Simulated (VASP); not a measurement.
A run of VASP 6.6.1:

INCAR

```
SYSTEM = Rb2BaO2
ALGO = Normal
EDIFF = 1E-7
EDIFFG = -0.01
ENCUT = 600
GGA = PS
GGA_COMPAT = .False.
IBRION = 2
ISIF = 3
ISMEAR = -1
LASPH = .True.
LCHARG = .False.
LREAL = .False.
LWAVE = .False.
NELM = 120
NELMIN = 4
NSW = 100
PREC = Accurate
SIGMA = 0.03
```

File KPOINTS:

```
k-points
0
Gamma
  6 6 4
  0 0 0
```

File POSCAR:

```
Rb2BaO2
1.0
    4.8265044500      0.0000000000      0.0000000000
   -2.4132522300      4.1798754700      0.0000000000
    0.0000000000      0.0000000000      7.9999578000
Rb Ba O
2 1 2
Direct
    0.6666666700      0.3333333300      0.3835732800
    0.3333333300      0.6666666700      0.6164267200
    0.0000000000      0.0000000000      0.0000000000
    0.6666666700      0.3333333300      0.7768952300
    0.3333333300      0.6666666700      0.2231047700
```

Potentials or basis: VASP PAW PBE potentials, release 64 (Rb_sv, Ba_sv, O).

The run is started by

```sh
$ cat potpaw_PBE.64/Rb_sv/POTCAR potpaw_PBE.64/Ba_sv/POTCAR potpaw_PBE.64/O/POTCAR > POTCAR
$ mpirun -np 1 vasp_std > vasp.out
```

Hardware: 1 thread of Intel Xeon 8259CL, on a shared host.

Task: How long does it take, and how much memory?

Result: Run time: 75 min on 1 thread of Intel Xeon 8259CL (shared host), peak memory 0.41 GiB. Counts: scf iterations 334, k points 24, ion steps 33.
